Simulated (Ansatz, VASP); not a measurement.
## One calculation of ZnO, two programs

INCAR

```
ALGO     = Normal         # electronic algorithm
EDIFF    = 1E-7           # SCF threshold, eV
ENCUT    = 520            # plane-wave cutoff, eV
ISIF     = 2              # what is computed and relaxed
ISMEAR   = -1             # smearing method
LASPH    = T              # aspherical terms in the spheres
LCHARG   = F              # write CHGCAR
LREAL    = F              # projectors in reciprocal space
LWAVE    = F              # write WAVECAR
NBANDS   = 46             # bands
NELM     = 100            # most SCF steps
PREC     = Accurate       # precision mode
SIGMA    = 0.02           # smearing width, eV
```

File KPOINTS:

```
k-points
0
Gamma
  9 6 1
```

Contents of POSCAR:

```
ZnO
1.0
    3.1865540094      0.0000000000      0.0000000000
    0.0000000000      5.1530062734      0.0000000000
    0.0000000000      0.0000000000     19.6795000000
Zn O
4 4
Direct
    0.0000000000      0.0869056822      0.4298508369
    0.5000000000      0.5590270802      0.4402157517
    0.5000000000      0.0590268879      0.5597843575
    0.0000000000      0.5869051037      0.5701492433
    0.0000000000      0.4282690693      0.4050043050
    0.5000000000      0.9257989425      0.4571803684
    0.5000000000      0.4257986247      0.5428194980
    0.0000000000      0.9282686095      0.5949956393
```

Input for Ansatz:

```yaml
crystal:
  lattice:
    - [3.1865540094, 0.0, 0.0]
    - [0.0, 5.1530062734, 0.0]
    - [0.0, 0.0, 19.6795]
  atoms:
    - { symbol: Zn, position: [0.0, 0.0869056822, 0.4298508369] }
    - { symbol: O, position: [0.0, 0.4282690693, 0.405004305] }
    - { symbol: Zn, position: [0.5, 0.5590270802, 0.4402157517] }
    - { symbol: O, position: [0.5, 0.9257989425, 0.4571803684] }
    - { symbol: Zn, position: [0.5, 0.0590268879, 0.5597843575] }
    - { symbol: O, position: [0.5, 0.4257986247, 0.542819498] }
    - { symbol: Zn, position: [0.0, 0.5869051037, 0.5701492433] }
    - { symbol: O, position: [0.0, 0.9282686095, 0.5949956393] }
kpoints:
  mp_grid: { grid: [9, 6, 1] }
scf:
  occupations: { method: fermi_dirac, width: 0.02 }
hamiltonian:
  xc: lda
  pseudopotentials: { kind: paw }
output:
  forces: true
  stress: true
  eigenvalues: true
  core_levels:
    shells: { Zn: ["2p"] }
    counted_from: conduction_bottom
    add_spin: false
  write_density: true
  write_potential: true
  elf: true
  volumetric_format: npy
```

Alike in both runs: task single point; functional LDA; k mesh 9 × 6 × 1; occupations fermi-dirac, width 0.02 eV; no spin polarisation.

|  | VASP | Ansatz |
| --- | --- | --- |
| version | VASP 6.6.1 | Ansatz 0.2.0 |
| potentials or method | VASP PAW LDA potentials, release 64 (Zn, O) | PAW with Ansatz's default frozen-core files, scalar-relativistic |
| plane-wave cutoff (eV) | 520 | 420 |
| valence electrons in the cell | 72 | 72 |

Ansatz gave:

```
gap on the k mesh at the Fermi level (eV) : 1.29
rms of the force components (eV/Å)        : 0.002
```

Problem. Estimate VASP's values.

Solution. gap on the k mesh at the Fermi level (eV): 1.30; rms of the force components (eV/Å): 0.040.

LDA's correlation is that of Perdew and Zunger in VASP and of Perdew and Wang (1992) in Ansatz. Ansatz's warnings: structure snapped to symmetry, xc potential rough in thin density.
